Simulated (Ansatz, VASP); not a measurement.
## One calculation of BAs, two programs

```
CELL_PARAMETERS angstrom
0.00000 2.40441 2.40441
2.40441 0.00000 2.40441
2.40441 2.40441 0.00000
ATOMIC_POSITIONS crystal
B 0.00000 0.00000 0.00000
As 0.25000 0.25000 0.25000
```

Alike in both runs: task single point; functional PBE; k mesh 10 × 10 × 10; occupations gaussian, width 0.02 eV; no spin polarisation.

```csv
,VASP,Ansatz
version,VASP 6.6.1,Ansatz 0.2.0
potentials or method,"VASP PAW PBE potentials, release 64 (B, As), cutoff 520 eV","scalar-relativistic, plane waves, PAW"
valence electrons in the cell,8,18
```

Ansatz gave:

* gap on the k mesh at the Fermi level (eV): 1.20
* least direct gap on the mesh (eV): 3.26

Which values does VASP return?

gap on the k mesh at the Fermi level (eV): 1.20; least direct gap on the mesh (eV): 3.25.

VASP's potentials hold 8 valence electrons a cell and Ansatz's 18, so a difference there can come from the potentials and not from the codes.
